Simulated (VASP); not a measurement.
Wanted: the native input for a VASP 6.6.1 run.

```
Task                   : single point
Functional             : LDA
Potentials or basis    : VASP PAW LDA potentials, release 64 (Mg)
Cutoff                 : 520 eV
k mesh                 : 18 × 18 × 18
Occupations            : gaussian, width 0.15 eV
Spin                   : no spin polarisation
Dipole correction      : no
Further INCAR settings : ALGO = Normal; EDIFF = 1e-07; NBANDS = 7
```

The structure of Mg lies in POSCAR:

```
Mg
1.0
   -1.7727644967      1.8724824996      1.8724824996
    1.7727644967     -1.6730464938      1.6730464938
    1.7727644967      1.6730464938     -1.6730464938
Mg
1
Direct
    0.0000000000      0.0000000000      0.0000000000
```

This cell differs from its parent crystal: strain +0.1125 x Voigt [0, 0, 0, 1, 0, 0].

These files were run (other wordings do the same):

INCAR

```
SYSTEM = Mg
PREC = Accurate ; ENCUT = 520
EDIFF = 1E-7 ; ISMEAR = 0
SIGMA = 0.15 ; LREAL = .False.
LASPH = .True. ; NELM = 100
ALGO = Normal ; ISIF = 2
LWAVE = .False. ; LCHARG = .False.
NBANDS = 7
```

KPOINTS

```
Automatic mesh
0
Gamma
  18 18 18
  0 0 0
```

Potentials or basis: VASP PAW LDA potentials, release 64 (Mg).

The run is started by

```console
$ cat potpaw_LDA.64/Mg/POTCAR > POTCAR
$ mpirun -np 1 vasp_std > vasp.out
```

It gave:

```json
{
  "Pressure": "-0.9 GPa",
  "Band gap on the k mesh": "zero (band 1 reaches 6.31 eV, above the bottom of band 2 at 0.93 eV)"
}
```

Caveat: the cell differs from its parent crystal (strain +0.1125 x Voigt [0, 0, 0, 1, 0, 0]).

Run time: 24 s on 1 thread of Intel(R) Xeon(R) 6975P-C (Granite Rapids), on a shared host, peak memory 0.24 GiB.
